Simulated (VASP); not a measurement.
CoSi (WC type), 2 atoms in the cell. The structure is hexagonal, space group P-6m2 (No. 187). Conventional cell: a = 2.736 Å, b = 2.736 Å, c = 3.489 Å, α = 90.00°, β = 90.00°, γ = 120.00°. Within 3.1 Å of Co (site symmetry -6m2) lie 6 Si at 2.35 Å and 6 Co at 2.74 Å. Si (site symmetry -6m2) has 6 Co at 2.35 Å and 6 Si at 2.74 Å within 3.1 Å. 

* Program: VASP 6.6.1
* Task: single point
* Functional: PBE
* Potentials or basis: VASP PAW PBE potentials, release 64 (Co, Si)
* Cutoff: 520 eV
* k mesh: 15 × 15 × 13
* Occupations: fermi-dirac, width 0.05 eV
* Spin: no spin polarisation
* Dipole correction: no
* Further INCAR settings: ALGO = Normal; EDIFF = 1e-07; NBANDS = 14

Potentials or basis: VASP PAW PBE potentials, release 64 (Co, Si).

The run is started by

```console
$ cat potpaw_PBE.64/Co/POTCAR potpaw_PBE.64/Si/POTCAR > POTCAR
$ mpirun -np 1 vasp_std > vasp.out
```

Hardware: 1 thread of Intel(R) Xeon(R) 6975P-C (Granite Rapids) (shared host).

**Question.** How long does it take, and how much memory?

**Answer.** Run time: 22 s on 1 thread of Intel(R) Xeon(R) 6975P-C (Granite Rapids) (shared host), peak memory 0.18 GiB. Counts: scf iterations 15, k points 189.
